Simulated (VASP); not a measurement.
Input of a VASP 6.6.1 run:

The input INCAR:

```
  PREC = Accurate
  ENCUT = 520
  EDIFF = 1E-6
  ISMEAR = 0
  SIGMA = 0.15
  LREAL = False
  LASPH = True
  NELM = 100
  ALGO = Fast
  ISIF = 2
  LWAVE = False
  LCHARG = False
  GGA = PE
  NBANDS = 19
```

The input KPOINTS:

```
regular mesh
0
Gamma
  18 18 10
```

Contents of POSCAR:

```
Zr
1.0
    3.3289581692      0.0000000000      0.0000000000
   -1.6644790846      2.7989925657      0.0000000000
    0.0000000000      0.0000000000      5.1470000000
Zr
2
Direct
    0.3333333333      0.6666666667      0.2500000000
    0.6666666667      0.3333333333      0.7500000000
```

Potentials or basis: VASP PAW PBE potentials, release 64 (Zr_sv).

The run is started by

```console
$ cat potpaw_PBE.64/Zr_sv/POTCAR > POTCAR
$ mpirun -np 1 vasp_std > vasp.out
```

Task: Predict the largest force.

Result: 0.062 eV/Å.

Task: Estimate the band gap on the k mesh.

Result: Zero (bands 12 and 13 overlap by 1.33 eV).

Task: Estimate the pressure.

Result: -2.1 GPa.

Stress tensor (GPa, compression positive):
```
-3.89  0.00  0.00
 0.00 -1.38  0.00
 0.00  0.00 -1.17
```

Caveat: the cell differs from its parent crystal (strain +0.0300 x Voigt [1, 0, 0, 0, 0, 0]).
